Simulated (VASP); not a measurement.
Runs of VASP 6.6.1 on Ti3Al5. The structure is that of space group Cmmm (No. 65), or close to it. The cells are those of the table. 

```csv
cell,gap on the mesh (eV),pressure (GPa),largest force (eV/Å)
"a = 3.886, b = 3.886, c = 8.297 Å, angles 90.0, 90.0, 85.7°, 8 atoms",none,0.8,0.01
"a = 3.885, b = 3.885, c = 8.297 Å, angles 90.0, 90.0, 92.9°, 8 atoms",none,0.4,0.01
"a = 3.888, b = 3.888, c = 8.297 Å, angles 90.0, 90.0, 95.7°, 8 atoms",none,(a),0.03
"a = 3.887, b = 3.887, c = 8.297 Å, angles 90.0, 90.0, 85.0°, 8 atoms",none,1.0,0.02
```

Alike in all rows: task single point; level PBEsol; potentials or basis VASP PAW PBE potentials, release 64 (Ti_sv, Al); no spin polarisation; k mesh 10 × 10 × 6; cutoff (eV) 520; smearing gaussian 0.15 eV.

**Question.** Fill in the values left out.

**Answer.** (a) 1.4.

Caveats: the PAW data sets were made with another functional, which shifts forces and pressure a little.

A gap of «none» marks levels without a gap at the run's occupations.
